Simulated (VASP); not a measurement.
Au, 3 atoms in the cell. Symmetry: Im-3m, No. 229, cubic system. Conventional cell: a = 3.242 Å, b = 3.242 Å, c = 3.242 Å, α = 90.00°, β = 90.00°, γ = 90.00°. Within 3.7 Å of Au (site symmetry m-3m) lie 14 Au at 2.81 to 3.24 Å. This isn't the form of Au at room conditions, which is fcc.

* Program: VASP 6.6.1
* Task: relaxation of cell and atoms
* Functional: PBEsol
* Potentials or basis: VASP PAW PBE potentials, release 64 (Au)
* Cutoff: 600 eV
* k mesh: 14 × 14 × 14
* Occupations: gaussian, width 0.1 eV
* Spin: no spin polarisation
* Dipole correction: no
* Further INCAR settings: ALGO = Fast; EDIFF = 1e-06; IBRION = 2; EDIFFG = -0.015; NSW = 80; ISIF = 3

Potentials or basis: VASP PAW PBE potentials, release 64 (Au).

Launch:

```sh
$ cat potpaw_PBE.64/Au/POTCAR > POTCAR
$ mpirun -np 1 vasp_std > vasp.out
```

Hardware: 1 thread of Intel(R) Xeon(R) 6975P-C (Granite Rapids), with other jobs on the host.

Task: How long does it take, and how much memory?

Result: Run time: 24 min on 1 thread of Intel(R) Xeon(R) 6975P-C (Granite Rapids), on a shared host, peak memory 0.42 GiB. Counts: scf iterations 157, k points 244, ion steps 23.
